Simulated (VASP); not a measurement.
Tl: single point with PBE+D3(BJ)

Crystal: Tl.

```xyz
1
Lattice="0.0000 2.4293 2.5403 2.4293 0.0000 2.5403 2.4293 2.4293 0.0000" Properties=species:S:1:pos:R:3 pbc="T T T"
Tl    0.0000    0.0000    0.0000
```

This cell differs from its parent crystal: strain -0.015 along x and y, +0.030 along z.

- Program: VASP 6.6.1
- Task: single point
- Functional: PBE
- Dispersion: D3(BJ)
- Potentials or basis: VASP PAW PBE potentials, release 64 (Tl_d)
- Cutoff: 520 eV
- k mesh: 16 × 16 × 16
- Occupations: gaussian, width 0.15 eV
- Spin: no spin polarisation

- Pressure: -0.8 GPa
- Band gap on the k mesh: zero (an odd number of electrons rules out a gap without spin polarisation)
- Dispersion energy per atom: -0.326 eV

Stress tensor (GPa, compression positive):
```
-0.85  0.00  0.00
 0.00 -0.85  0.00
 0.00  0.00 -0.62
```

Levels at points of the mesh, in eV from the Fermi level:
| k point | band 2 | band 3 | band 4 | band 5 | band 6 | band 7 | band 8 | band 9 | band 10 | band 11 |
| --- | --- | --- | --- | --- | --- | --- | --- | --- | --- | --- |
| (0.00, 0.00, 0.00) | -11.48 | -11.48 | -11.31 | -11.23 | -9.69 | 9.89 | 9.89 | 10.00 | 10.94 | 13.83 |
| (0.50, 0.00, 0.00) | -11.54 | -11.47 | -11.06 | -11.03 | -5.29 | -2.67 | 7.48 | 8.35 | 10.44 | 11.77 |
| (0.50, 0.50, 0.00) | -11.73 | -11.06 | -11.00 | -11.00 | -4.06 | -1.89 | 4.38 | 4.38 | 7.69 | 9.06 |
| (0.50, 0.00, 0.50) | -11.73 | -11.07 | -11.02 | -10.95 | -3.49 | -1.50 | 3.70 | 3.95 | 7.15 | 8.55 |

Wall time 2.2 min on 1 thread of Oxide Virtual Turin-like Processor (shared host), peak memory 0.22 GiB.

Caveat: the cell differs from its parent crystal (strain -0.015 along x and y, +0.030 along z); spin-orbit coupling is left out, which moves the levels of the heavy elements.
